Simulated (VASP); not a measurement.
## Na: single point with PBEsol

Crystal: Na.

```
CELL_PARAMETERS angstrom
-1.88829 1.88829 2.63728
1.88829 -1.88829 2.63728
1.88829 1.88829 -2.63728
ATOMIC_POSITIONS crystal
Na 0.00000 0.00000 0.00000
```

| Item | Value |
| --- | --- |
| Program | VASP 6.6.1 |
| Task | single point |
| Functional | PBEsol |
| Potentials or basis | VASP PAW PBE potentials, release 64 (Na_pv) |
| Cutoff | 500 eV |
| k mesh | 6 × 1 × 1 |
| Occupations | fermi-dirac, width 0.0680285 eV |
| Spin | no spin polarisation |

```
Pressure : -4.3 GPa
```

Stress tensor (GPa, compression positive):
```
-4.90  0.00  0.00
 0.00 -3.78  0.78
 0.00  0.78 -4.30
```

Levels at points of the mesh, in eV from the Fermi level:
```
           k point  band 1  band 2  band 3  band 4  band 5  band 6
(0.00, 0.00, 0.00)  -22.67  -22.66  -22.66   -1.13   13.11   13.11
(0.50, 0.00, 0.00)  -22.70  -22.67  -22.67    2.66    3.08   12.08
```

It took 2.8 s on 1 thread of AMD EPYC 7R43 64-Core Processor (Zen 3), with other jobs on the host, peak memory 0.11 GiB.

Caveat: the k points lie up to 2.35 Å⁻¹ apart; the PAW data sets were made with another functional, which shifts forces and pressure a little.
